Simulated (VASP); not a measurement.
# TlBr (Pm-3m) in VASP: further runs, part 2 of 2

VASP 6.6.1.

### 3 Relaxation of cell and atoms, r2SCAN

This run uses another cell than the first one, of 31.29 Å³/atom, 0.980 times its volume.

The input, POSCAR:

```
TlBr
1.0
    3.9700000000      0.0000000000      0.0000000000
    0.0000000000      3.9700000000      0.0000000000
    0.0000000000      0.0000000000      3.9700000000
Tl Br
1 1
Direct
    0.0000000000      0.0000000000      0.0000000000
    0.5000000000      0.5000000000      0.5000000000
```

The input, INCAR.step1:

```
  PREC = Accurate
  ENCUT = 550
  ISMEAR = 0
  SIGMA = 0.02
  LREAL = F
  LASPH = T
  NELM = 120
  GGA = PE
  ALGO = Normal
  EDIFF = 1E-5
  LWAVE = T
  LCHARG = F
  GGA_COMPAT = F
  IBRION = 2
  ISIF = 3
  EDIFFG = -0.005
  NELMIN = 4
  NSW = 100
```

The input, INCAR.step2:

```
  PREC = Accurate
  ENCUT = 550
  EDIFF = 1E-7
  ISMEAR = 0
  SIGMA = 0.02
  LREAL = F
  LASPH = T
  NELM = 120
  ALGO = Normal
  ISIF = 3
  LWAVE = F
  LCHARG = F
  METAGGA = R2SCAN
  LMIXTAU = T
  IBRION = 2
  NSW = 100
  EDIFFG = -0.005
  ISTART = 1
  GGA_COMPAT = F
  NELMIN = 4
```

The input, KPOINTS:

```
Automatic mesh
0
Gamma
  8 8 8
```

Potentials or basis: VASP PAW PBE potentials, release 64 (Tl_d, Br).

On the command line:

```
> cat potpaw_PBE.64/Tl_d/POTCAR potpaw_PBE.64/Br/POTCAR > POTCAR
> cp INCAR.step1 INCAR
> mpirun -np 1 vasp_std > vasp.out
> cp INCAR.step2 INCAR
> mpirun -np 1 vasp_std > vasp.out
```

OUTCAR:

```text
PREC = Accurate
   ENCUT = 550
   EDIFF = 1E-7
   ISMEAR = 0
   LREAL = F
   LASPH = T
   NELM = 120
   ISIF = 3
   METAGGA = R2SCAN
   IBRION = 2
   NSW = 100
   EDIFFG = -0.005
   ISTART = 1
   NELMIN = 4

 ion  position               nearest neighbor table
   1  0.000  0.000  0.000-   2 3.44   2 3.44   2 3.44   2 3.44   2 3.44   2 3.44   2 3.44   2 3.44

   2  0.500  0.500  0.500-   1 3.44   1 3.44   1 3.44   1 3.44   1 3.44   1 3.44   1 3.44   1 3.44

  LATTYP: Found a simple cubic cell.
 ALAT       =     3.9700000000

  Lattice vectors:

 A1 = (   3.9700000000,   0.0000000000,   0.0000000000)
 A2 = (   0.0000000000,   3.9700000000,   0.0000000000)
 A3 = (   0.0000000000,   0.0000000000,   3.9700000000)

Analysis of symmetry for initial positions (statically):
=====================================================================
 Subroutine PRICEL returns:
 Original cell was already a primitive cell.

 Routine SETGRP: Setting up the symmetry group for a
 simple cubic supercell.

 Subroutine GETGRP returns: Found 48 space group operations
 (whereof 48 operations were pure point group operations)
 out of a pool of 48 trial point group operations.

The static configuration has the point symmetry O_h .

Analysis of symmetry for dynamics (positions and initial velocities):
=====================================================================
 Subroutine PRICEL returns:
 Original cell was already a primitive cell.

 Routine SETGRP: Setting up the symmetry group for a
 simple cubic supercell.

 Subroutine GETGRP returns: Found 48 space group operations
 (whereof 48 operations were pure point group operations)
 out of a pool of 48 trial point group operations.

The dynamic configuration has the point symmetry O_h .

 Subroutine INISYM returns: Found 48 space group operations
 (whereof 48 operations are pure point group operations),
 and found     1 'primitive' translations

[... 135 lines left out ...]
 number of electron      20.0000004 magnetization

 Free energy of the ion-electron system (eV)
  ---------------------------------------------------
  ext. energy  EPLUGINS =         0.00000000
  ---------------------------------------------------
  free energy    TOTEN  =       -68.37939779 eV

  energy without entropy =      -68.37939779  energy(sigma->0) =      -68.37939779

------------------------ aborting loop because EDIFF is reached ----------------------------------------

  FORCE on cell =-STRESS in cart. coord.  units (eV):
  Direction    XX          YY          ZZ          XY          YZ          ZX
  --------------------------------------------------------------------------------------
  -------------------------------------------------------------------------------------
  Total        0.1923950      0.1923950      0.1923950      0.0000000      0.0000000      0.0000000
  in kB        4.9264367      4.9264367      4.9264367      0.0000000      0.0000000      0.0000000
  external PRESSURE =       4.9264367 kB  Pullay stress =       0.0000000 kB
[... 59 lines left out ...]
--------------------------------------- Ionic step        3  -------------------------------------------

 number of electron      20.0000006 magnetization

 Free energy of the ion-electron system (eV)
  ---------------------------------------------------
  ext. energy  EPLUGINS =         0.00000000
  ---------------------------------------------------
  free energy    TOTEN  =       -68.38118719 eV

  energy without entropy =      -68.38118719  energy(sigma->0) =      -68.38118719

 E-fermi :   2.0376     XC(G=0):  -9.3698

 val. band max:        1.9515420811   @ k =   0.5000   0.0000   0.0000
 cond. band min:       4.2839876931   @ k =   0.5000   0.0000   0.0000
 fundamental gap:      2.3324456120
 Fermi energy:         2.0375790645

 k-point     1 :       0.0000    0.0000    0.0000
  band No.  band energies     occupation
      1     -12.2091      2.00000
      2      -8.4785      2.00000
      3      -8.4785      2.00000
      4      -8.3028      2.00000
      5      -8.3028      2.00000
      6      -8.3028      2.00000
      7      -2.6110      2.00000
      8       0.6472      2.00000
      9       0.6472      2.00000
     10       0.6472      2.00000
     11       9.5383      0.00000
     12       9.5383      0.00000
     13       9.6461      0.00000
     14       9.6461      0.00000
[... 377 lines left out ...]
      1     -11.8539      2.00000
      2      -8.3910      2.00000
      3      -8.3640      2.00000
      4      -8.3489      2.00000
      5      -8.3177      2.00000
      6      -8.2756      2.00000
      7      -2.2290      2.00000
      8      -0.6229      2.00000
      9      -0.1175      2.00000
     10       0.9709      2.00000
     11       6.5047      0.00000
     12       6.6804      0.00000
     13       8.6296      0.00000
     14      11.1430      0.00000

 [... further k-points ...]

------------------------ aborting loop because EDIFF is reached ----------------------------------------

  FORCE on cell =-STRESS in cart. coord.  units (eV):
  Direction    XX          YY          ZZ          XY          YZ          ZX
  --------------------------------------------------------------------------------------
  -------------------------------------------------------------------------------------
  Total       -0.0017602     -0.0017602     -0.0017602      0.0000000      0.0000000     -0.0000000
  in kB       -0.0442205     -0.0442205     -0.0442205      0.0000000      0.0000000     -0.0000000
  external PRESSURE =      -0.0442205 kB  Pullay stress =       0.0000000 kB
[... 17 lines left out ...]
  FREE ENERGIE OF THE ION-ELECTRON SYSTEM (eV)
  ---------------------------------------------------
  free  energy   TOTEN  =       -68.3811871895 eV

  energy  without entropy=      -68.3811871895  energy(sigma->0) =      -68.38118719

 reached required accuracy - stopping structural energy minimisation
```

Wall time 4.3 min (1 thread of Intel Xeon Platinum 8488C (Sapphire Rapids), shared host); peak memory 0.2 GiB.

What came out:

```
Free energy                            : -68.3812 eV
Relaxed volume                         : 31.89 Å³/atom
Relaxed cell                           : a = 3.995 Å, b = 3.995 Å, c = 3.995 Å, α = 90.00°, β = 90.00°, γ = 90.00°
Space group after relaxing (to 0.05 Å) : Pm-3m (No. 221)
Energy gained by relaxing              : 0.9 meV/atom
Ionic steps                            : 3
Pressure after relaxing                : 0.0 GPa
Band gap on the k mesh                 : 2.33 eV, direct
```

The path:
```csv
step,energy change (eV),largest force (eV/Å),pressure (GPa),volume (Å³)
1,0.0000,0.0000,0.49,62.57
2,-0.0017,0.0000,0.13,63.45
3,-0.0018,0.0000,0.00,63.78
```

Final structure:
```xyz
2
Lattice="3.9953 0.0000 0.0000 0.0000 3.9953 0.0000 0.0000 0.0000 3.9953" Properties=species:S:1:pos:R:3 pbc="T T T"
Tl    0.0000    0.0000    0.0000
Br    1.9977    1.9977    1.9977
```

Caveat: the PAW data sets were made with another functional, which shifts forces and pressure a little; spin-orbit coupling is left out, which moves the levels of the heavy elements. r2SCAN opens gaps a little over a GGA but as a rule still falls short of measured ones.
